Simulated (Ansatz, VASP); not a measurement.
## One calculation of TaAl7N8, two programs

INCAR

```
PREC = Accurate
ENCUT = 520
EDIFF = 1E-6
ISMEAR = 0
SIGMA = 0.05
LREAL = Auto
LASPH = True
NELM = 150
ALGO = Normal
ISIF = 2
LWAVE = False
LCHARG = False
ISPIN = 2
MAGMOM = 0.64 0.01 0.01 0.01 0.01 0.01 0.01 0 0.02 0.01 0.01 0.01 0.02 0.02 0.02 0
LORBIT = 11
LMAXMIX = 4
LDAU = True
LDAUTYPE = 2
LDAUL = 2 -1 -1
LDAUU = 2 0 0
LDAUJ = 0 0 0
LDAUPRINT = 1
GGA = PS
NBANDS = 54
```

The input KPOINTS:

```
Automatic mesh
0
Gamma
  3 3 4
```

POSCAR

```
TaAl7N8
1.0
    6.2200009000      0.0000000000      0.0000000000
   -3.1100004000      5.3866788000      0.0000000000
    0.0000000000      0.0000000000      4.9800000000
Ta Al N
1 7 8
Direct
    0.3330903112      0.1664206200      0.9651824420
    0.3339891905      0.6668140602      0.0064893649
    0.8327069716      0.1654863856      0.0065039941
    0.8326607707      0.6668549016      0.0066238214
    0.1630942484      0.3364531099      0.4962215555
    0.1630579567      0.8260375870      0.4965067972
    0.6736226571      0.3365613990      0.4966037010
    0.6664875913      0.8330180303      0.5023796567
    0.3333535176      0.1663324130      0.4342792640
    0.3355446620      0.6675318520      0.3815086866
    0.8320094721      0.1639878084      0.3815237373
    0.8320272058      0.6675507999      0.3816338074
    0.1516853279      0.3478192094      0.8743607140
    0.1516839901      0.8036104704      0.8746884052
    0.6959129155      0.3478067664      0.8748041424
    0.6664080217      0.8330334660      0.8826825322
```

Input for Ansatz:

```yaml
crystal:
  lattice:
    - [6.2200009, 0.0, 0.0]
    - [-3.1100004, 5.3866788, 0.0]
    - [0.0, 0.0, 4.98]
  atoms:
    - { symbol: Ta, position: [0.3330903112, 0.16642062, 0.965182442], spin: 2.0 }
    - { symbol: Al, position: [0.3339891905, 0.6668140602, 0.0064893649] }
    - { symbol: Al, position: [0.8327069716, 0.1654863856, 0.0065039941] }
    - { symbol: Al, position: [0.8326607707, 0.6668549016, 0.0066238214] }
    - { symbol: Al, position: [0.1630942484, 0.3364531099, 0.4962215555] }
    - { symbol: Al, position: [0.1630579567, 0.826037587, 0.4965067972] }
    - { symbol: Al, position: [0.6736226571, 0.336561399, 0.496603701] }
    - { symbol: Al, position: [0.6664875913, 0.8330180303, 0.5023796567] }
    - { symbol: "N", position: [0.3333535176, 0.166332413, 0.434279264] }
    - { symbol: "N", position: [0.335544662, 0.667531852, 0.3815086866] }
    - { symbol: "N", position: [0.8320094721, 0.1639878084, 0.3815237373] }
    - { symbol: "N", position: [0.8320272058, 0.6675507999, 0.3816338074] }
    - { symbol: "N", position: [0.1516853279, 0.3478192094, 0.874360714] }
    - { symbol: "N", position: [0.1516839901, 0.8036104704, 0.8746884052] }
    - { symbol: "N", position: [0.6959129155, 0.3478067664, 0.8748041424] }
    - { symbol: "N", position: [0.6664080217, 0.833033466, 0.8826825322] }
basis:
  ecutwfc: 420
  ecutrho_ratio: 4
kpoints:
  mp_grid: { grid: [3, 3, 4] }
hamiltonian:
  xc: pbesol
  hubbard:
    sites:
      - { site: 0, l: d, u_eff: 2.0, starting_ns: [{ spin: up, occupation_matrix: s0up }, { spin: down, occupation_matrix: s0down }] }
    occupation_matrices:
      s0up:
        matrix:
          - [0.97, 0.0, 0.0, 0.0, 0.0]
          - [0.0, 0.02, 0.0, 0.0, 0.0]
          - [0.0, 0.0, 0.02, 0.0, 0.0]
          - [0.0, 0.0, 0.0, 0.97, 0.0]
          - [0.0, 0.0, 0.0, 0.0, 0.02]
      s0down:
        matrix:
          - [0.02, 0.0, 0.0, 0.0, 0.0]
          - [0.0, 0.02, 0.0, 0.0, 0.0]
          - [0.0, 0.0, 0.02, 0.0, 0.0]
          - [0.0, 0.0, 0.0, 0.02, 0.0]
          - [0.0, 0.0, 0.0, 0.0, 0.02]
    ns_hold: { iters: 5 }
scf:
  occupations: { method: gaussian, width: 0.05 }
  lower_state_search: "off"
  max_iter: 150
output:
  forces: true
  stress: true
  eigenvalues: true
  populations: true
  hubbard: { sites: [{ site: 0, l: d }] }
magnetization:
  spin_polarized: true
```

Alike in both runs: task single point; functional PBEsol; k mesh 3 × 3 × 4; occupations gaussian, width 0.05 eV; collinear spin; Hubbard terms Ta d U = 2.0 eV.

|  | VASP | Ansatz |
| --- | --- | --- |
| version | VASP 6.6.1 | Ansatz 0.2.0 |
| potentials or method | VASP PAW PBE potentials, release 64 (Ta_pv, Al, N), cutoff 520 eV | scalar-relativistic, plane waves, PAW |
| valence electrons in the cell | 72 | 74 |

VASP gave:

* pressure (GPa): 10.9
* traceless stress, the component that is largest in VASP (GPa): -4.21
* rms of the force components (eV/Å): 0.050
* net moment per atom (μB): 0.12
* size of the moment on the site where the two differ most (μB): 1.04

What did Ansatz give for the same quantities?

Pressure (GPa): 10.7; traceless stress, the component that is largest in VASP (GPa): -4.19; rms of the force components (eV/Å): 0.009; net moment per atom (μB): 0.12; size of the moment on the site where the two differ most (μB): 0.58.

VASP's potentials were made for PBE, not for PBEsol. Site moments also hang on the region over which each program counts them. The programs project onto different local orbitals, so the same U acts differently, and such runs can settle in different states. Atom by atom the forces differ by 0.049 eV/Å (rms over components). VASP's potentials hold 72 valence electrons a cell and Ansatz's 74, so a difference there can come from the potentials and not from the codes. Ansatz's warnings: specified occupation not kept.

The k mesh is coarse, so the values compare programs but aren't converged. Neither program's run includes spin-orbit coupling.
